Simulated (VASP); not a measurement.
A run of VASP 6.6.1 is set up as follows.

The input POSCAR:

```
AlN
1.0
    0.0000000000      2.1248590388      2.1248590388
    2.1248590388      0.0000000000      2.1248590388
    2.1248590388      2.1248590388      0.0000000000
Al N
1 1
Direct
    0.0000000000      0.0000000000      0.0000000000
    0.5000000000      0.5000000000      0.5000000000
```

Contents of INCAR.step1:

```
PREC = Accurate ; ENCUT = 520
ISMEAR = 0 ; SIGMA = 0.01
LREAL = False ; LASPH = True
NELM = 100 ; NBANDS = 11
GGA = PE ; ALGO = Normal
EDIFF = 1E-4 ; LWAVE = True
LCHARG = False
```

File INCAR.step2:

```
PREC = Accurate ; ENCUT = 520
EDIFF = 1E-7 ; ISMEAR = 0
SIGMA = 0.01 ; LREAL = False
LASPH = True ; NELM = 100
ALGO = Normal ; ISIF = 2
LWAVE = False ; LCHARG = False
METAGGA = R2SCAN ; LMIXTAU = True
NBANDS = 11 ; ISTART = 1
```

KPOINTS

```
Automatic mesh
0
Gamma
  10 10 10
```

Potentials or basis: VASP PAW PBE potentials, release 64 (Al, N).

Run with:

```bash
$ cat potpaw_PBE.64/Al/POTCAR potpaw_PBE.64/N/POTCAR > POTCAR
$ cp INCAR.step1 INCAR
$ mpirun -np 1 vasp_std > vasp.out
$ cp INCAR.step2 INCAR
$ mpirun -np 1 vasp_std > vasp.out
```

(1) Estimate the pressure.

(2) Estimate the band gap on the k mesh.

Results:

(1) -31.9 GPa.

(2) 4.06 eV, indirect (least direct gap 4.43 eV).

Caveat: the cell differs from its parent crystal (strain +5.2%); the PAW data sets were made with another functional, which shifts forces and pressure a little.
